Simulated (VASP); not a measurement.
Crystal: Cu.

```
CELL_PARAMETERS angstrom
2.54752 0.00000 0.00000
-1.27376 2.20622 0.00000
0.00000 0.00000 8.31653
ATOMIC_POSITIONS crystal
Cu 0.66667 0.33333 0.75000
Cu 0.00000 0.00000 0.50000
Cu 0.33333 0.66667 0.25000
Cu 0.00000 0.00000 0.00000
```

Base run:

* Program: VASP 6.6.1
* Functional: PBE
* Potentials or basis: VASP PAW PBE potentials, release 64 (Cu_sv_GW)
* Cutoff: 700 eV
* k mesh: 12 × 12 × 4
* Occupations: fermi-dirac, width 0.05 eV
* Spin: no spin polarisation

Its results: band gap on the k mesh zero (band 38 reaches 11.08 eV, above the bottom of band 39 at 5.96 eV); pressure -0.7 GPa.

Task: The run is repeated on the same cell with these changes: functional from PBE to PBEsol. What comes out?

Result: Band gap on the k mesh zero (band 38 reaches 10.88 eV, above the bottom of band 39 at 5.78 eV); pressure -9.9 GPa.

PBEsol binds more tightly than PBE, so the same cell stands under less pressure.

Caveats: the PAW data sets were made with another functional, which shifts forces and pressure a little (some runs).
